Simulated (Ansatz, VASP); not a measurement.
CdF2 in VASP and in Ansatz

Contents of INCAR:

```
  ALGO = Normal
  EDIFF = 1E-7
  EDIFFG = -0.01
  ENCUT = 600
  GGA = PE
  IBRION = 2
  ISIF = 3
  ISMEAR = 0
  LASPH = T
  LCHARG = F
  LREAL = F
  LWAVE = F
  NELM = 80
  NSW = 100
  PREC = Accurate
  SIGMA = 0.02
```

File KPOINTS:

```
k-points
0
Gamma
  8 8 8
```

POSCAR

```
CdF2
1.0
    0.0000000000      2.7399284288      2.7399284288
    2.7399284288      0.0000000000      2.7399284288
    2.7399284288      2.7399284288      0.0000000000
Cd F
1 2
Direct
    0.0000000000      0.0000000000      0.0000000000
    0.2500000000      0.2500000000      0.2500000000
    0.7500000000      0.7500000000      0.7500000000
```

Input for Ansatz:

```yaml
crystal:
  lattice:
    - [0.0, 2.7399284288, 2.7399284288]
    - [2.7399284288, 0.0, 2.7399284288]
    - [2.7399284288, 2.7399284288, 0.0]
  atoms:
    - { symbol: Cd, position: [0.0, 0.0, 0.0] }
    - { symbol: F, position: [0.25, 0.25, 0.25] }
    - { symbol: F, position: [0.75, 0.75, 0.75] }
basis:
  ecutwfc: 420
kpoints:
  mp_grid: { grid: [8, 8, 8] }
hamiltonian:
  xc: pbe
scf:
  occupations: { method: gaussian, width: 0.02 }
output:
  forces: true
  stress: true
  eigenvalues: true
relax:
  adjacent_minimum: "off"
  f_tol: 0.01
  max_steps: 80
  cell: { stress_tol: 0.05 }
```

Alike in both runs: task relaxation of cell and atoms; functional PBE; k mesh 8 × 8 × 8; occupations gaussian, width 0.02 eV; no spin polarisation.

|  | VASP | Ansatz |
| --- | --- | --- |
| version | VASP 6.6.1 | Ansatz 0.2.0 |
| potentials or method | VASP PAW PBE potentials, release 64 (Cd, F), cutoff 600 eV | scalar-relativistic, plane waves, PAW |
| valence electrons in the cell | 26 | 34 |

|  | VASP | Ansatz | Ansatz less VASP |
| --- | --- | --- | --- |
| gap on the k mesh at the Fermi level, each at its own relaxed structure (eV) | 2.87 | 2.92 | +0.044 |
| relaxed volume (Å³/atom) | 13.79 | 13.72 | -0.063 |
| relaxed length of the cell vector where the two differ most in proportion (Å) | 3.882 | 3.876 | -0.0060 |

VASP's potentials hold 26 valence electrons a cell and Ansatz's 34, so a difference there can come from the potentials and not from the codes.
